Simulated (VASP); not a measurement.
# Ge2Sb2Se (P2_1/m) in VASP: single point with PBE

Aim: the single point of Ge2Sb2Se with PBE.

All numbers are computed with VASP 6.6.1; they aren't measurements. Logs are shortened: lines on timing, memory, paths and dates and some standing lists are left out, and cuts for length are marked.

### 1 The cell of the first run

Symmetry: P2_1/m, No. 11, monoclinic system. Conventional cell: a = 5.089 Å, b = 6.602 Å, c = 8.475 Å, α = 90.00°, β = 100.44°, γ = 90.00°. Ge (site symmetry -1) has 2 Sb at 2.54 Å and 2 Se at 2.87 Å and 2 Ge at 3.30 Å within 3.4 Å. Within 3.7 Å of Ge (site symmetry -1) lie 2 Se at 2.81 Å and 4 Sb at 3.08 to 3.09 Å and 2 Ge at 3.30 Å. Sb (site symmetry -1) has 2 Ge at 2.54 Å and 2 Sb at 3.30 Å and 2 Se at 3.51 Å within 3.6 Å. Sb (site symmetry m) has 1 Se at 2.72 Å and 4 Ge at 3.08 to 3.09 Å and 2 Sb at 3.48 Å within 3.6 Å. Se (site symmetry m) has 3 Sb at 2.72 to 3.51 Å and 4 Ge at 2.81 to 2.87 Å within 3.6 Å.

The cell was built from a structure type or drawn by symmetry, and may not be a known phase.

### 2 Single point, PBE

The input, INCAR:

```
SYSTEM = Ge2Sb2Se
PREC = Accurate ; ENCUT = 520
EDIFF = 1E-6 ; ISMEAR = 0
SIGMA = 0.15 ; LREAL = .FALSE.
LASPH = .TRUE. ; NELM = 60
ALGO = Normal ; ISIF = 2
LWAVE = .FALSE. ; LCHARG = .FALSE.
GGA = PE ; NBANDS = 55
```

The input, KPOINTS:

```
regular mesh
0
G
  2 2 2
  0 0 0
```

The input, POSCAR:

```
Ge2Sb2Se
1.0
    5.0634199498      0.0000000000      0.5069903127
    0.0000000000      6.6018335509      0.0000000000
    0.6970111398      0.0000000000      8.4458479797
Ge Sb Se
4 4 2
Direct
    0.5000000000      0.0000000000      0.0000000000
    0.5000000000      0.5000000000      0.0000000000
    0.0000000000      0.0000000000      0.5000000000
    0.0000000000      0.5000000000      0.5000000000
    0.0000000000      0.0000000000      0.0000000000
    0.0000000000      0.5000000000      0.0000000000
    0.5210280069      0.7500000000      0.4332649875
    0.4789719931      0.2500000000      0.5667350125
    0.6777154633      0.7500000000      0.7236858711
    0.3222845367      0.2500000000      0.2763141289
```

Potentials or basis: VASP PAW PBE potentials, release 64 (Ge_d, Sb, Se).

Started as:

```
$ cat potpaw_PBE.64/Ge_d/POTCAR potpaw_PBE.64/Sb/POTCAR potpaw_PBE.64/Se/POTCAR > POTCAR
$ mpirun -np 1 vasp_std > vasp.out
```

OUTCAR:

```text
SYSTEM = Ge2Sb2Se
   PREC = Accurate
   ENCUT = 520
   EDIFF = 1E-6
   ISMEAR = 0
   LREAL = .FALSE.
   LASPH = .TRUE.
   NELM = 60
   ISIF = 2
   GGA = PE

 ion  position               nearest neighbor table
   1  0.500  0.000  0.000-   5 2.54   5 2.54
   2  0.500  0.500  0.000-   6 2.54   6 2.54
   3  0.000  0.000  0.500-   9 2.81  10 2.81   8 3.08   7 3.08   7 3.09   8 3.09
   4  0.000  0.500  0.500-   9 2.81  10 2.81   8 3.08   7 3.08   7 3.09   8 3.09
   5  0.000  0.000  0.000-   1 2.54   1 2.54   6 3.30   6 3.30
   6  0.000  0.500  0.000-   2 2.54   2 2.54   5 3.30   5 3.30
   7  0.521  0.750  0.433-   9 2.72   4 3.08   3 3.08   3 3.09   4 3.09   8 3.48   8 3.48
   8  0.479  0.250  0.567-  10 2.72   4 3.08   3 3.08   4 3.09   3 3.09   7 3.48   7 3.48
   9  0.678  0.750  0.724-   7 2.72   4 2.81   3 2.81
  10  0.322  0.250  0.276-   8 2.72   4 2.81   3 2.81

  LATTYP: Found a simple monoclinic cell.
 ALAT       =     5.0887386222
 B/A-ratio  =     1.2973418446
 C/A-ratio  =     1.6653557885
 COS(beta)  =    -0.1811305597

  Lattice vectors:

 A1 = (   5.0634199498,   0.0000000000,   0.5069903127)
 A2 = (   0.0000000000,  -6.6018335509,   0.0000000000)
 A3 = (  -0.6970111398,   0.0000000000,  -8.4458479797)

Analysis of symmetry for initial positions (statically):
=====================================================================
 Subroutine PRICEL returns:
 Original cell was already a primitive cell.

 Routine SETGRP: Setting up the symmetry group for a
 simple monoclinic supercell.

 Subroutine GETGRP returns: Found  4 space group operations
 (whereof  2 operations were pure point group operations)
 out of a pool of  4 trial point group operations.

The static configuration has the point symmetry S_2 .
 The point group associated with its full space group is C_2h.

Analysis of symmetry for dynamics (positions and initial velocities):
=====================================================================
 Subroutine PRICEL returns:
 Original cell was already a primitive cell.

 Routine SETGRP: Setting up the symmetry group for a
 simple monoclinic supercell.

 Subroutine GETGRP returns: Found  4 space group operations
 (whereof  2 operations were pure point group operations)
 out of a pool of  4 trial point group operations.

The dynamic configuration has the point symmetry S_2 .
 The point group associated with its full space group is C_2h.

 Subroutine INISYM returns: Found  4 space group operations
 (whereof  2 operations are pure point group operations),
 and found     1 'primitive' translations

----------------------------------------------------------------------------------------

[... 105 lines left out ...]
   EFERMI =   0.00;   METHOD = LEGACY
   ISMEAR =     0;   SIGMA  =   0.15  broadening in eV -4-tet -1-fermi 0-gaus
   EFERMI_NEDOS =   21; number of points for ismear=-14 and -15
   IALGO  =     38    algorithm
   IMIX   =      4    mixing-type and parameters
     AMIX     =   0.40;   BMIX     =  1.00
     AMIX_MAG =   1.60;   BMIX_MAG =  1.00
  volume/ion in A,a.u.               =      28.00       188.95
  Fermi-wavevector in a.u.,A,eV,Ry     =   1.113063  2.103384 16.856377  1.238909
  Thomas-Fermi vector in A             =   2.249644
   LORBIT       =      0    0 simple, 1 ext, 2 COOP (PROOUT), +10 PAW based schemes
   GGA     = PE    functional components
   LHFCALC =     F    Hartree Fock is set to
   AEXX    =    0.0000 exact exchange contribution
   IVDW    =     0    specifies the selected vdW correction
   LEPSILON=     F    determine dielectric tensor
   LRPA    =     F    only Hartree local field effects (RPA)
 non-spin polarized calculation
 Gauss-broadening in eV      SIGMA  =   0.15
  energy-cutoff  :      520.00
  volume of cell :      279.99
 maximum number of plane-waves:      7570
 NGX is ok and might be reduce to    40
   NGX = 19   NGY = 25   NGZ = 31

 number of electron      88.0000001 magnetization

 Free energy of the ion-electron system (eV)
  ---------------------------------------------------
  ext. energy  EPLUGINS =         0.00000000
  ---------------------------------------------------
  free energy    TOTEN  =       -38.75993898 eV

  energy without entropy =      -38.69410984  energy(sigma->0) =      -38.72702441

 E-fermi :   4.9022     XC(G=0):  -9.3920

 val. band max:        4.7217626272   @ k =   0.5000   0.0000   0.5000
 cond. band min:       4.9280168792   @ k =   0.0000   0.5000   0.0000
 fundamental gap:      0.2062542521
 Fermi energy:         4.9022341183

 k-point     1 :       0.0000    0.0000    0.0000
  band No.  band energies     occupation
      1     -20.2761      2.00000
      2     -20.2701      2.00000
      3     -20.2417      2.00000
      4     -20.2378      2.00000
      5     -20.2173      2.00000
      6     -20.1977      2.00000
[... 453 lines left out ...]
     54       7.9470      0.00000
     55       8.2116      0.00000

------------------------ aborting loop because EDIFF is reached ----------------------------------------

  FORCE on cell =-STRESS in cart. coord.  units (eV):
  Direction    XX          YY          ZZ          XY          YZ          ZX
  --------------------------------------------------------------------------------------
  -------------------------------------------------------------------------------------
  Total        0.0789855     -0.5437810     -0.0513147      0.0000000      0.0000000      0.0216109
  in kB        0.4519703     -3.1116189     -0.2936327      0.0000000      0.0000000      0.1236619
  external PRESSURE =      -0.9844271 kB  Pullay stress =       0.0000000 kB

 VOLUME and BASIS-vectors are now :
 -----------------------------------------------------------------------------
  energy-cutoff  :      520.00
  volume of cell :      279.99
      direct lattice vectors                 reciprocal lattice vectors
     5.063419950  0.000000000  0.506990313     0.199140529  0.000000000 -0.016434486
     0.000000000  6.601833551  0.000000000     0.000000000  0.151473071  0.000000000
     0.697011140  0.000000000  8.445847980    -0.011954077  0.000000000  0.119387908

 POSITION                                       TOTAL-FORCE (eV/Angst)
 -----------------------------------------------------------------------------------
      2.53171      0.00000      0.25350        -0.000000     -0.000000      0.000000
      2.53171      3.30092      0.25350         0.000000     -0.000000      0.000000
      0.34851      0.00000      4.22292        -0.000000     -0.000000      0.000000
      0.34851      3.30092      4.22292        -0.000000     -0.000000      0.000000
      0.00000      0.00000      0.00000         0.000000     -0.000000      0.000000
      0.00000      3.30092      0.00000        -0.000000     -0.000000      0.000000
      2.94017      4.95138      3.92345        -0.004014      0.000000      0.032801
      2.82026      1.65046      5.02939         0.004014     -0.000000     -0.032801
      3.93598      4.95138      6.45574         0.054300     -0.000000      0.041871
      1.82446      1.65046      2.49710        -0.054300     -0.000000     -0.041871
 -----------------------------------------------------------------------------------
    total drift:                                0.000000      0.000000     -0.000000

  FREE ENERGIE OF THE ION-ELECTRON SYSTEM (eV)
  ---------------------------------------------------
  free  energy   TOTEN  =       -38.7599389831 eV

  energy  without entropy=      -38.6941098373  energy(sigma->0) =      -38.72702441
```

It took 2.2 min on 1 thread of Intel Xeon Platinum 8488C (Sapphire Rapids), shared host; peak memory 0.4 GiB.

What came out:

```yaml
Free_energy: -38.7599 eV
Pressure: -0.1 GPa
Largest_force: 0.069 eV/Å
Band_gap_on_the_k_mesh: zero (bands 44 and 45 overlap by 1.42 eV)
```

Forces in eV/Å, atoms in the order of the input:
```
Ge   0.000  0.000  0.000
Ge   0.000  0.000  0.000
Ge   0.000  0.000  0.000
Ge   0.000  0.000  0.000
Sb   0.000  0.000  0.000
Sb   0.000  0.000  0.000
Sb  -0.004  0.000  0.033
Sb   0.004  0.000 -0.033
Se   0.054  0.000  0.042
Se  -0.054  0.000 -0.042
```

Caveat: the k points lie up to 0.63 Å⁻¹ apart, too coarse for converged energies and pressures of a metal; spin-orbit coupling is left out, which moves the levels of the heavy elements.
